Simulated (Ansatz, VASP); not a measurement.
# TiC: VASP beside Ansatz

```
Ti C
1.0
     0.00000   -2.16646   -2.16646
     0.00000    2.16646   -2.16646
     4.33292    0.00000    0.00000
Ti C
2 2
Direct
  0.50290 0.49710 0.50000
  0.00290 0.99710 0.00000
  0.48846 0.51154 0.00000
  0.98846 0.01154 0.50000
```

Change from the starting cell: mode 7 (512.3 1/cm) frozen in, largest displacement +0.050 Å.

Alike in both runs: task single point; functional PBE; k mesh 20 × 20 × 14; occupations gaussian, width 0.15 eV; no spin polarisation.

|  | VASP | Ansatz |
| --- | --- | --- |
| version | VASP 6.6.1 | Ansatz 0.2.0 |
| potentials or method | VASP PAW PBE potentials, release 64 (Ti_sv, C), cutoff 520 eV | scalar-relativistic, plane waves, PAW |
| valence electrons in the cell | 32 | 32 |

```csv
,VASP,Ansatz,Ansatz less VASP
gap on the k mesh at the Fermi level (eV),none,none,-
pressure (GPa),0.7,0.5,-0.18
"traceless stress, the component that is largest in VASP (GPa)",0.71,0.70,-0.007
rms of the force components (eV/Å),0.333,0.331,-0.0016
```

Atom by atom the forces differ by 0.002 eV/Å (rms over components). A gap of «none» marks a metal or a gap that the smearing closes. The functional is the same, so the differences come from potentials, cutoffs and numerics.
